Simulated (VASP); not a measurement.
Write the native input for VASP 6.6.1 that does the following.

| Item | Value |
| --- | --- |
| Task | relaxation of cell and atoms |
| Functional | PBEsol |
| Dispersion | D4 |
| Potentials or basis | VASP PAW PBE potentials, release 64 (Hf_pv) |
| Cutoff | 500 eV |
| k mesh | 7 × 7 × 7 |
| Occupations | fermi-dirac, width 0.1 eV |
| Spin | no spin polarisation |
| Dipole correction | no |
| Further INCAR settings | ALGO = Normal; EDIFF = 1e-07; IBRION = 2; EDIFFG = -0.03; NSW = 80; ISIF = 3 |

The structure of Hf lies in POSCAR:

```
Hf
1.0
    0.0000000000      3.0750000000      3.0750000000
    3.0750000000      0.0000000000      3.0750000000
    3.0750000000      3.0750000000      0.0000000000
Hf
2
Direct
    1.0000000000      1.0000000000      1.0000000000
    0.2500000000      0.2500000000      0.2500000000
```

This isn't the form of Hf at room conditions, which is hcp.

These files were run (other wordings do the same):

INCAR

```
SYSTEM = Hf
ALGO = Normal ; EDIFF = 1E-7
EDIFFG = -0.03 ; ENCUT = 500
GGA = PS ; GGA_COMPAT = .False.
IBRION = 2 ; ISIF = 3
ISMEAR = -1 ; IVDW = 13
LASPH = .True. ; LCHARG = .False.
LREAL = .False. ; LWAVE = .False.
NELM = 120 ; NELMIN = 4
NSW = 80 ; PREC = Accurate
SIGMA = 0.1
```

KPOINTS

```
k-points
0
Gamma
  7 7 7
  0 0 0
```

Potentials or basis: VASP PAW PBE potentials, release 64 (Hf_pv).

Run with:

```bash
$ cat potpaw_PBE.64/Hf_pv/POTCAR > POTCAR
$ mpirun -np 1 vasp_std > vasp.out
```

Results of the run:

```json
{
  "Relaxed volume": "33.07 Å³/atom",
  "Relaxed cell": "a = 4.539 Å, b = 4.539 Å, c = 4.539 Å, α = 60.00°, β = 60.00°, γ = 60.00°",
  "Space group after relaxing (to 0.1 Å)": "Fd-3m (No. 227)",
  "Energy gained by relaxing": "50.0 meV/atom",
  "Ionic steps": "4",
  "Pressure after relaxing": "0.0 GPa",
  "Band gap on the k mesh": "zero (bands 10 and 11 overlap by 0.58 eV)",
  "Dispersion energy per atom": "-0.117 eV"
}
```

Caveat: the PAW data sets were made with another functional, which shifts forces and pressure a little; spin-orbit coupling is left out, which moves the levels of the heavy elements.

Run time: 2 min on 1 thread of AMD EPYC 7R43 64-Core Processor (Zen 3) (shared host), peak memory 0.15 GiB.
